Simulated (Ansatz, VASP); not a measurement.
## One calculation of Sb, two programs

INCAR

```
PREC = Accurate
ENCUT = 520
EDIFF = 1E-8
ISMEAR = -1
SIGMA = 0.05
LREAL = Auto
LASPH = T
NELM = 60
ALGO = Normal
ISIF = 2
LWAVE = F
LCHARG = F
GGA = CA
LEFG = T
NBANDS = 54
```

Contents of KPOINTS:

```
Automatic mesh
0
Gamma
  5 5 5
```

File POSCAR:

```
Sb
1.0
    4.3084000000      2.4874558998      7.5160000000
   -4.3084000000      2.4874558998      7.5160000000
    0.0000000000     -4.9749117996      7.5160000000
Sb
16
Direct
    0.1167450000      0.1167450000      0.1167450000
    0.1167450000      0.1167450000      0.6167450000
    0.1167450000      0.6167450000      0.1167450000
    0.1167450000      0.6167450000      0.6167450000
    0.6167450000      0.1167450000      0.1167450000
    0.6167450000      0.1167450000      0.6167450000
    0.6167450000      0.6167450000      0.1167450000
    0.6167450000      0.6167450000      0.6167450000
    0.3832550000      0.3832550000      0.3832550000
    0.3832550000      0.3832550000      0.8832550000
    0.3832550000      0.8832550000      0.3832550000
    0.3832550000      0.8832550000      0.8832550000
    0.8832550000      0.3832550000      0.3832550000
    0.8832550000      0.3832550000      0.8832550000
    0.8832550000      0.8832550000      0.3832550000
    0.8832550000      0.8832550000      0.8832550000
```

Input for Ansatz:

```yaml
crystal:
  lattice:
    - [4.3084, 2.4874558998, 7.516]
    - [-4.3084, 2.4874558998, 7.516]
    - [0.0, -4.9749117996, 7.516]
  atoms:
    - { symbol: Sb, position: [0.116745, 0.116745, 0.116745] }
    - { symbol: Sb, position: [0.116745, 0.116745, 0.616745] }
    - { symbol: Sb, position: [0.116745, 0.616745, 0.116745] }
    - { symbol: Sb, position: [0.116745, 0.616745, 0.616745] }
    - { symbol: Sb, position: [0.616745, 0.116745, 0.116745] }
    - { symbol: Sb, position: [0.616745, 0.116745, 0.616745] }
    - { symbol: Sb, position: [0.616745, 0.616745, 0.116745] }
    - { symbol: Sb, position: [0.616745, 0.616745, 0.616745] }
    - { symbol: Sb, position: [0.383255, 0.383255, 0.383255] }
    - { symbol: Sb, position: [0.383255, 0.383255, 0.883255] }
    - { symbol: Sb, position: [0.383255, 0.883255, 0.383255] }
    - { symbol: Sb, position: [0.383255, 0.883255, 0.883255] }
    - { symbol: Sb, position: [0.883255, 0.383255, 0.383255] }
    - { symbol: Sb, position: [0.883255, 0.383255, 0.883255] }
    - { symbol: Sb, position: [0.883255, 0.883255, 0.383255] }
    - { symbol: Sb, position: [0.883255, 0.883255, 0.883255] }
kpoints:
  mp_grid: { grid: [5, 5, 5] }
scf:
  occupations: { method: fermi_dirac, width: 0.05 }
hamiltonian:
  xc: lda
  pseudopotentials: { kind: paw, azcp: { folder: soft_1 } }
output:
  forces: true
  efg: { quadrupole_moments_barn: { Sb: -0.543 }, contact_densities: true }
  core_levels: { shells: { Sb: "3d" }, counted_from: fermi_level, add_spin: always }
```

Alike in both runs: task electric field gradients; functional LDA; k mesh 5 × 5 × 5; occupations fermi-dirac, width 0.05 eV; no spin polarisation.

|  | VASP | Ansatz |
| --- | --- | --- |
| version | VASP 6.6.1 | Ansatz 0.2.0 |
| potentials or method | VASP PAW LDA potentials, release 64 (Sb) | plane-wave PAW, scalar-relativistic |
| plane-wave cutoff (eV) | 520 | 420 |
| valence electrons in the cell | 80 | 240 |

Ansatz gave:

```
rms of the force components (eV/Å)                   : 0.023
size of Vzz on the site where it differs most (V/Å²) : 46.4
```

Question: What did VASP give for the same quantities?

Answer: rms of the force components (eV/Å): 0.067; size of Vzz on the site where it differs most (V/Å²): 43.0.

Ansatz warns that its potentials were made for another functional, while VASP's fit it. LDA's correlation is that of Perdew and Zunger in VASP and of Perdew and Wang (1992) in Ansatz. Atom by atom the forces differ by 0.044 eV/Å (rms over components). VASP's potentials hold 80 valence electrons a cell and Ansatz's 240, so a difference there can come from the potentials and not from the codes.

Neither program's run includes spin-orbit coupling.
